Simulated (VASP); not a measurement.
# Sb (P4/mmm) in VASP: a series of runs

The runs below take Sb through electric field gradients, with PBEsol.

All numbers are computed with VASP 6.6.1; they aren't measurements. Logs are shortened: lines on timing, memory, paths and dates and some standing lists are left out, and cuts for length are marked.

## 1. The cell of the first run

Symmetry: P4/mmm, No. 123, tetragonal system. Conventional cell: a = 3.160 Å, b = 3.160 Å, c = 3.065 Å, α = 90.00°, β = 90.00°, γ = 90.00°. Sb (site symmetry 4/mmm) has 6 Sb at 3.07 to 3.16 Å within 4.0 Å.

## 2. Electric field gradients, PBEsol (zz strain of -3 %)

INCAR

```
SYSTEM = Sb
ALGO = Normal
EDIFF = 1E-8
ENCUT = 400
GGA = PS
GGA_COMPAT = .False.
ISIF = 2
ISMEAR = -1
LASPH = .True.
LCHARG = .False.
LEFG = .True.
LREAL = .False.
LWAVE = .False.
NBANDS = 8
NELM = 120
PREC = Accurate
SIGMA = 0.05
```

KPOINTS

```
k-points
0
Gamma
  13 13 13
  0 0 0
```

POSCAR

```
Sb
1.0
    3.1600000000      0.0000000000      0.0000000000
    0.0000000000      3.1600000000      0.0000000000
    0.0000000000      0.0000000000      3.0652000000
Sb
1
Direct
    0.0000000000      0.0000000000      0.0000000000
```

Potentials or basis: VASP PAW PBE potentials, release 64 (Sb).

On the command line:

```bash
$ cat potpaw_PBE.64/Sb/POTCAR > POTCAR
$ mpirun -np 1 vasp_std > vasp.out
```

OUTCAR:

```text
SYSTEM = Sb
   EDIFF = 1E-8
   ENCUT = 400
   GGA = PS
   ISIF = 2
   ISMEAR = -1
   LASPH = .True.
   LREAL = .False.
   NELM = 120
   PREC = Accurate

 ion  position               nearest neighbor table
   1  0.000  0.000  0.000-

  LATTYP: Found a simple tetragonal cell.
 ALAT       =     3.1600000000
 C/A-ratio  =     0.9700000000

  Lattice vectors:

 A1 = (   3.1600000000,   0.0000000000,   0.0000000000)
 A2 = (   0.0000000000,   3.1600000000,   0.0000000000)
 A3 = (   0.0000000000,   0.0000000000,   3.0652000000)

Analysis of symmetry for initial positions (statically):
=====================================================================
 Subroutine PRICEL returns:
 Original cell was already a primitive cell.

 Routine SETGRP: Setting up the symmetry group for a
 simple tetragonal supercell.

 Subroutine GETGRP returns: Found 16 space group operations
 (whereof 16 operations were pure point group operations)
 out of a pool of 16 trial point group operations.

The static configuration has the point symmetry D_4h.

Analysis of symmetry for dynamics (positions and initial velocities):
=====================================================================
 Subroutine PRICEL returns:
 Original cell was already a primitive cell.

 Routine SETGRP: Setting up the symmetry group for a
 simple tetragonal supercell.

 Subroutine GETGRP returns: Found 16 space group operations
 (whereof 16 operations were pure point group operations)
 out of a pool of 16 trial point group operations.

The dynamic configuration has the point symmetry D_4h.

 Subroutine INISYM returns: Found 16 space group operations
 (whereof 16 operations are pure point group operations),
 and found     1 'primitive' translations

----------------------------------------------------------------------------------------

                                     Primitive cell

  volume of cell :      30.6079

  direct lattice vectors                    reciprocal lattice vectors
     3.160000000  0.000000000  0.000000000     0.316455696  0.000000000  0.000000000
     0.000000000  3.160000000  0.000000000     0.000000000  0.316455696  0.000000000
     0.000000000  0.000000000  3.065200000     0.000000000  0.000000000  0.326242986

  length of vectors
     3.160000000  3.160000000  3.065200000     0.316455696  0.316455696  0.326242986

  position of ions in fractional coordinates (direct lattice)
     0.000000000  0.000000000  0.000000000

  ion indices of the primitive-cell ions
   primitive index   ion index
                 1           1

----------------------------------------------------------------------------------------

 KPOINTS: k-points

Automatic generation of k-mesh.
 Grid dimensions read from file:
 generate k-points for:   13   13   13

 Generating k-lattice:

  Cartesian coordinates                     Fractional coordinates (reciprocal lattice)
     0.024342746  0.000000000  0.000000000     0.076923077  0.000000000  0.000000000
     0.000000000  0.024342746  0.000000000     0.000000000  0.076923077  0.000000000
     0.000000000  0.000000000  0.025095614     0.000000000  0.000000000  0.076923077

  Length of vectors
     0.024342746  0.024342746  0.025095614

  Shift w.r.t. Gamma in fractional coordinates (k-lattice)
     0.000000000  0.000000000  0.000000000

 Subroutine IBZKPT returns following result:
 ===========================================

 Found    196 irreducible k-points:

 Following reciprocal coordinates:
            Coordinates               Weight
  0.000000  0.000000  0.000000      1.000000
  0.076923  0.000000  0.000000      4.000000
  0.153846  0.000000  0.000000      4.000000
  0.230769  0.000000  0.000000      4.000000
  0.307692  0.000000  0.000000      4.000000
  0.384615  0.000000  0.000000      4.000000
[... 16 lines left out ...]
  0.307692  0.307692  0.000000      4.000000
  0.384615  0.307692  0.000000      8.000000
 [... further k-points ...]
   k-points           NKPTS =    196   k-points in BZ     NKDIM =    196   number of bands    NBANDS=      8
   number of dos      NEDOS =    301   number of ions     NIONS =      1
   total plane-waves  NPLWV =  11520
   dimension x,y,z NGX =    24 NGY =   24 NGZ =   20
   dimension x,y,z NGXF=    48 NGYF=   48 NGZF=   40
   ions per type =               1
   NGX,Y,Z   is equivalent  to a cutoff of  12.63, 12.63, 10.85 a.u.
   NGXF,Y,Z  is equivalent  to a cutoff of  25.25, 25.25, 21.69 a.u.
 SYSTEM =  Sb
   PREC   = accura    normal or accurate (medium, high low for compatibility)
   ISTART =      0    job   : 0-new  1-cont  2-samecut
   ICHARG =      2    charge: 1-file 2-atom 10-const
   ISPIN  =      1    spin polarized calculation?
   LNONCOLLINEAR =      F non collinear calculations
   LSORBIT =      F    spin-orbit coupling
   LASPH  =      T    aspherical Exc in radial PAW
   ENCUT  =  400.0 eV  29.40 Ry    5.42 a.u.   5.15  5.15  5.00*2*pi/ulx,y,z
   NELM   =    120;   NELMIN=  2; NELMDL= -5     # of ELM steps
   EDIFF  = 0.1E-07   stopping-criterion for ELM
   LREAL  =      F    real-space projection
   EDIFFG = 0.1E-06   stopping-criterion for IOM
   NSW    =      0    number of steps for IOM
   IBRION =     -1    ionic relax: 0-MD 1-quasi-New 2-CG
   NFREE  =      0    steps in history (QN), initial steepest desc. (CG)
   ISIF   =      2    stress and relaxation
   ISYM   =      2    0-nonsym 1-usesym 2-fastsym
   POTIM  = 0.5000    time-step for ionic-motion
   TEBEG  =    0.0;   TEEND  =   0.0 temperature during run
   PSTRESS=    0.0 pullay stress
   NELECT =       5.0000    total number of electrons
   NUPDOWN=      -1.0000    fix difference up-down
   EMIN   =  10.00;   EMAX   =-10.00  energy-range for DOS
[... 5 lines left out ...]
     AMIX     =   0.40;   BMIX     =  1.00
     AMIX_MAG =   1.60;   BMIX_MAG =  1.00
  volume/ion in A,a.u.               =      30.61       206.55
  Fermi-wavevector in a.u.,A,eV,Ry     =   0.894926  1.691165 10.896807  0.800893
  Thomas-Fermi vector in A             =   2.017193
   LORBIT       =      0    0 simple, 1 ext, 2 COOP (PROOUT), +10 PAW based schemes
   GGA     = PS    functional components
   LHFCALC =     F    Hartree Fock is set to
   AEXX    =    0.0000 exact exchange contribution
   IVDW    =     0    specifies the selected vdW correction
   LEPSILON=     F    determine dielectric tensor
   LRPA    =     F    only Hartree local field effects (RPA)
 non-spin polarized calculation
  energy-cutoff  :      400.00
  volume of cell :       30.61
 maximum number of plane-waves:       570
 NGX is ok and might be reduce to    24
   NGX = 11   NGY = 11   NGZ =  9

 number of electron       5.0000000 magnetization

 Free energy of the ion-electron system (eV)
  ---------------------------------------------------
  ext. energy  EPLUGINS =         0.00000000
  ---------------------------------------------------
  free energy    TOTEN  =        -4.51751433 eV

  energy without entropy =       -4.51429144  energy(sigma->0) =       -4.51590288

 E-fermi :   6.7129     XC(G=0):  -9.6448

 val. band max:        6.6850415740   @ k =   0.3077   0.0769   0.2308
 cond. band min:       6.7613635977   @ k =   0.3846   0.2308   0.0769
 fundamental gap:      0.0763220237
 Fermi energy:         6.7128858518

 k-point     1 :       0.0000    0.0000    0.0000
  band No.  band energies     occupation
      1      -5.5454      2.00000
      2       9.5822      0.00000
      3       9.5822      0.00000
      4      10.4322      0.00000
      5      13.3960      0.00000
      6      13.6164      0.00000
      7      14.8290      0.00000
      8      23.9695      0.00000

 k-point     2 :       0.0769    0.0000    0.0000
  band No.  band energies     occupation
      1      -5.4648      2.00000
      2       8.5872      0.00000
      3       9.6602      0.00000
      4      10.5110      0.00000
      5      13.5790      0.00000
      6      14.3161      0.00000
      7      15.1983      0.00000
      8      23.1383      0.00000

 k-point     3 :       0.1538    0.0000    0.0000
  band No.  band energies     occupation
      1      -5.2263      2.00000
      2       6.8185      0.21563
      3       9.8872      0.00000
      4      10.7400      0.00000
      5      13.7877      0.00000
      6      14.8312      0.00000
      7      16.9980      0.00000
      8      21.8169      0.00000
[... 210 lines left out ...]
 k-point    23 :       0.3077    0.3077    0.0000
  band No.  band energies     occupation
      1      -3.1275      2.00000
      2       4.4280      2.00000
      3       4.7462      2.00000
      4      12.5225      0.00000
      5      12.6355      0.00000
      6      16.6955      0.00000
      7      20.8516      0.00000
      8      21.0347      0.00000

 k-point    24 :       0.3846    0.3077    0.0000
  band No.  band energies     occupation
      1      -2.5781      2.00000
      2       3.2750      2.00000
      3       5.0759      2.00000
      4      11.4094      0.00000
      5      13.0622      0.00000
      6      17.2807      0.00000
      7      20.0633      0.00000
      8      20.2829      0.00000

 [... further k-points ...]
[... 5 lines left out ...]
  --------------------------------------------------------------------------------------
  -------------------------------------------------------------------------------------
  Total       -0.9465271     -0.9465271     -0.0661323      0.0000000      0.0000000      0.0000000
  in kB      -49.5462365    -49.5462365     -3.4617141      0.0000000      0.0000000      0.0000000
  external PRESSURE =     -34.1847291 kB  Pullay stress =       0.0000000 kB

 VOLUME and BASIS-vectors are now :
 -----------------------------------------------------------------------------
  energy-cutoff  :      400.00
  volume of cell :       30.61
      direct lattice vectors                 reciprocal lattice vectors
     3.160000000  0.000000000  0.000000000     0.316455696  0.000000000  0.000000000
     0.000000000  3.160000000  0.000000000     0.000000000  0.316455696  0.000000000
     0.000000000  0.000000000  3.065200000     0.000000000  0.000000000  0.326242986

 POSITION                                       TOTAL-FORCE (eV/Angst)
 -----------------------------------------------------------------------------------
      0.00000      0.00000      0.00000         0.000000      0.000000      0.000000
 -----------------------------------------------------------------------------------
    total drift:                                0.000000      0.000000     -0.000000

  FREE ENERGIE OF THE ION-ELECTRON SYSTEM (eV)
  ---------------------------------------------------
  free  energy   TOTEN  =        -4.5175143289 eV

  energy  without entropy=       -4.5142914410  energy(sigma->0) =       -4.51590288

 Electric field gradients (V/A^2)
---------------------------------------------------------------------
 ion       V_xx      V_yy      V_zz      V_xy      V_xz      V_yz
---------------------------------------------------------------------
   1       6.716     6.716   -13.431     0.000     0.000     0.000
---------------------------------------------------------------------

 Electric field gradients after diagonalization (V/A^2)
 (convention: |V_zz| > |V_xx| > |V_yy|)
----------------------------------------------------------------------
 ion       V_xx      V_yy      V_zz     asymmetry (V_yy - V_xx)/ V_zz
----------------------------------------------------------------------
   1       6.716     6.716   -13.431       0.000
----------------------------------------------------------------------

           NMR quadrupolar parameters

 Cq : quadrupolar parameter    Cq=e*Q*V_zz/h
 eta: asymmetry parameters     (V_yy - V_xx)/ V_zz
 Q  : nuclear electric quadrupole moment in mb (millibarn)
----------------------------------------------------------------------
 ion       Cq(MHz)       eta       Q (mb)
----------------------------------------------------------------------
   1      -0.032       0.000       1.000
----------------------------------------------------------------------
```

It took 34 s on 1 thread of AMD EPYC 7R13, shared host; peak memory 0.12 GiB.

What came out:

| Property | Result |
| --- | --- |
| Free energy | -4.5175 eV |
| Pressure | -3.4 GPa |

Stress tensor (GPa, compression positive):
```
-4.95  0.00  0.00
 0.00 -4.95  0.00
 0.00  0.00 -0.35
```

Levels at points of the mesh, in eV from the Fermi level:
```
           k point  band 1  band 2  band 3  band 4  band 5  band 6  band 7
(0.00, 0.00, 0.00)  -12.26    2.87    2.87    3.72    6.68    6.90    8.12
```

Electric field gradients, principal values (V/Å²):
| atom | least | middle | greatest (by size) |
| --- | --- | --- | --- |
| 1 Sb | 6.716 | 6.716 | -13.431 |

Caveat: the cell differs from its parent crystal (zz strain of -3 %); without QUAD_EFG the Cq values of the log hold for a quadrupole moment of 1 mb, not for the nuclei; the PAW data sets were made with another functional, which shifts forces and pressure a little; spin-orbit coupling is left out, which moves the levels of the heavy elements.

## 3. Electric field gradients, PBEsol (zz strain of -1 %)

INCAR

```
SYSTEM = Sb
ALGO = Normal ; EDIFF = 1E-8
ENCUT = 400 ; GGA = PS
GGA_COMPAT = .False. ; ISIF = 2
ISMEAR = -1 ; LASPH = .True.
LCHARG = .False. ; LEFG = .True.
LREAL = .False. ; LWAVE = .False.
NBANDS = 8 ; NELM = 120
PREC = Accurate ; SIGMA = 0.05
```

KPOINTS is that of step 2.

POSCAR, as its differences from that of step 2:

```diff
@@ -4,3 +4,3 @@
     0.0000000000      3.1600000000      0.0000000000
-    0.0000000000      0.0000000000      3.0652000000
+    0.0000000000      0.0000000000      3.1284000000
 Sb
```

Potentials or basis: VASP PAW PBE potentials, release 64 (Sb).

On the command line:

```bash
$ cat potpaw_PBE.64/Sb/POTCAR > POTCAR
$ mpirun -np 1 vasp_std > vasp.out
```

OUTCAR:

```text
SYSTEM = Sb
   EDIFF = 1E-8
   ENCUT = 400
   GGA = PS
   ISIF = 2
   ISMEAR = -1
   LASPH = .True.
   LREAL = .False.
   NELM = 120
   PREC = Accurate

 ion  position               nearest neighbor table
   1  0.000  0.000  0.000-

  LATTYP: Found a simple tetragonal cell.
 ALAT       =     3.1600000000
 C/A-ratio  =     0.9900000000

  Lattice vectors:

 A1 = (   3.1600000000,   0.0000000000,   0.0000000000)
 A2 = (   0.0000000000,   3.1600000000,   0.0000000000)
 A3 = (   0.0000000000,   0.0000000000,   3.1284000000)

Analysis of symmetry for initial positions (statically):
=====================================================================
 Subroutine PRICEL returns:
 Original cell was already a primitive cell.

 Routine SETGRP: Setting up the symmetry group for a
 simple tetragonal supercell.

 Subroutine GETGRP returns: Found 16 space group operations
 (whereof 16 operations were pure point group operations)
 out of a pool of 16 trial point group operations.
[... 445 lines left out ...]
 -----------------------------------------------------------------------------
  energy-cutoff  :      400.00
  volume of cell :       31.24
      direct lattice vectors                 reciprocal lattice vectors
     3.160000000  0.000000000  0.000000000     0.316455696  0.000000000  0.000000000
     0.000000000  3.160000000  0.000000000     0.000000000  0.316455696  0.000000000
     0.000000000  0.000000000  3.128400000     0.000000000  0.000000000  0.319652218

 POSITION                                       TOTAL-FORCE (eV/Angst)
 -----------------------------------------------------------------------------------
      0.00000      0.00000      0.00000         0.000000      0.000000      0.000000
 -----------------------------------------------------------------------------------
    total drift:                               -0.000000     -0.000000     -0.000000

  FREE ENERGIE OF THE ION-ELECTRON SYSTEM (eV)
  ---------------------------------------------------
  free  energy   TOTEN  =        -4.5098677486 eV

  energy  without entropy=       -4.5069609193  energy(sigma->0) =       -4.50841433

 Electric field gradients (V/A^2)
---------------------------------------------------------------------
 ion       V_xx      V_yy      V_zz      V_xy      V_xz      V_yz
---------------------------------------------------------------------
   1       2.204     2.204    -4.408     0.000     0.000     0.000
---------------------------------------------------------------------

 Electric field gradients after diagonalization (V/A^2)
 (convention: |V_zz| > |V_xx| > |V_yy|)
----------------------------------------------------------------------
 ion       V_xx      V_yy      V_zz     asymmetry (V_yy - V_xx)/ V_zz
----------------------------------------------------------------------
   1       2.204     2.204    -4.408       0.000
----------------------------------------------------------------------

           NMR quadrupolar parameters

 Cq : quadrupolar parameter    Cq=e*Q*V_zz/h
 eta: asymmetry parameters     (V_yy - V_xx)/ V_zz
 Q  : nuclear electric quadrupole moment in mb (millibarn)
----------------------------------------------------------------------
 ion       Cq(MHz)       eta       Q (mb)
----------------------------------------------------------------------
   1      -0.011       0.000       1.000
----------------------------------------------------------------------
```

OSZICAR:

```text
N       E                     dE             d eps       ncg     rms          rms(c)
DAV:   1     0.316261717556E+01    0.31626E+01   -0.13786E+03  3176   0.316E+02
DAV:   2    -0.441936582456E+01   -0.75820E+01   -0.72514E+01  4376   0.462E+01
DAV:   3    -0.451079373322E+01   -0.91428E-01   -0.91334E-01  3848   0.577E+00
DAV:   4    -0.451118437785E+01   -0.39064E-03   -0.39064E-03  4896   0.446E-01
DAV:   5    -0.451118601603E+01   -0.16382E-05   -0.16377E-05  4048   0.172E-02    0.171E+00
DAV:   6    -0.451042075934E+01    0.76526E-03   -0.70065E-04  3936   0.146E-01    0.100E+00
DAV:   7    -0.450986145301E+01    0.55931E-03   -0.15964E-03  3536   0.218E-01    0.631E-02
DAV:   8    -0.450986700209E+01   -0.55491E-05   -0.45216E-05  4472   0.443E-02    0.575E-03
DAV:   9    -0.450986788546E+01   -0.88337E-06   -0.79239E-07  4352   0.639E-03    0.194E-03
DAV:  10    -0.450986768947E+01    0.19600E-06   -0.23747E-07  4256   0.246E-03    0.318E-04
DAV:  11    -0.450986772710E+01   -0.37631E-07   -0.32776E-09  4144   0.373E-04    0.102E-04
DAV:  12    -0.450986773888E+01   -0.11787E-07   -0.13783E-09  2544   0.204E-04    0.121E-04
DAV:  13    -0.450986775113E+01   -0.12247E-07   -0.40507E-11  2120   0.454E-05    0.195E-05
DAV:  14    -0.450986774859E+01    0.25368E-08   -0.24639E-12  2088   0.122E-05
   1 F= -.45098677E+01 E0= -.45084143E+01  d E =-.290683E-02
```

stdout:

```text
POSCAR found type information on POSCAR Sb
 POSCAR found :  1 types and       1 ions
 scaLAPACK will be used
 -----------------------------------------------------------------------------
|                                                                             |
|                                                                             |
|     You enforced a specific xc type in the INCAR file but a different       |
|     I HOPE YOU KNOW WHAT YOU ARE DOING!                                     |
|                                                                             |
 -----------------------------------------------------------------------------

 LDA part: xc-table for (Slater+PW92), standard interpolation
 POSCAR, INCAR and KPOINTS ok, starting setup
 FFT: planning ... GRIDC
 FFT: planning ... GRID_SOFT
 FFT: planning ... GRID
 WAVECAR not read
 entering main loop
ion   1
```

Run time: 39 s. Hardware: 1 thread of AMD EPYC 7R13, shared host; peak memory 0.12 GiB.

Results:

```yaml
Free_energy: -4.5099 eV
Pressure: -4.4 GPa
```

Electric field gradients, principal values (V/Å²):
| atom | least | middle | greatest (by size) |
| --- | --- | --- | --- |
| 1 Sb | 2.204 | 2.204 | -4.408 |

Caveat: the cell differs from its parent crystal (zz strain of -1 %); without QUAD_EFG the Cq values of the log hold for a quadrupole moment of 1 mb, not for the nuclei; the PAW data sets were made with another functional, which shifts forces and pressure a little; spin-orbit coupling is left out, which moves the levels of the heavy elements.
